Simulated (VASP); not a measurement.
Crystal: CuAu.

```
CELL_PARAMETERS angstrom
1.45261 0.83867 4.28436
-1.45261 0.83867 4.28436
0.00000 -1.67733 4.28436
ATOMIC_POSITIONS crystal
Au 0.00000 0.00000 0.00000
Cu 0.50000 0.50000 0.50000
```

Base run:

| Quantity | Value |
| --- | --- |
| Program | VASP 6.6.1 |
| Functional | PBE |
| Potentials or basis | VASP PAW PBE potentials, release 64 (Au, Cu) |
| Cutoff | 520 eV |
| k mesh | 11 × 11 × 11 |
| Occupations | fermi-dirac, width 0.05 eV |
| Spin | no spin polarisation |

Its results: band gap on the k mesh zero (band 11 reaches 9.82 eV, above the bottom of band 12 at 5.68 eV); pressure -3.7 GPa.

Question: The run is repeated on the same cell with these changes: functional from PBE to PBEsol; further incar settings from ALGO = Fast; EDIFF = 1e-06; NBANDS = 18 to ALGO = Normal; EDIFF = 1e-06; NBANDS = 18. What comes out?

Answer: Band gap on the k mesh zero (band 11 reaches 9.61 eV, above the bottom of band 12 at 5.50 eV); pressure -10.3 GPa.

Caveats: spin-orbit coupling is left out, which moves the levels of the heavy elements; the PAW data sets were made with another functional, which shifts forces and pressure a little (some runs).
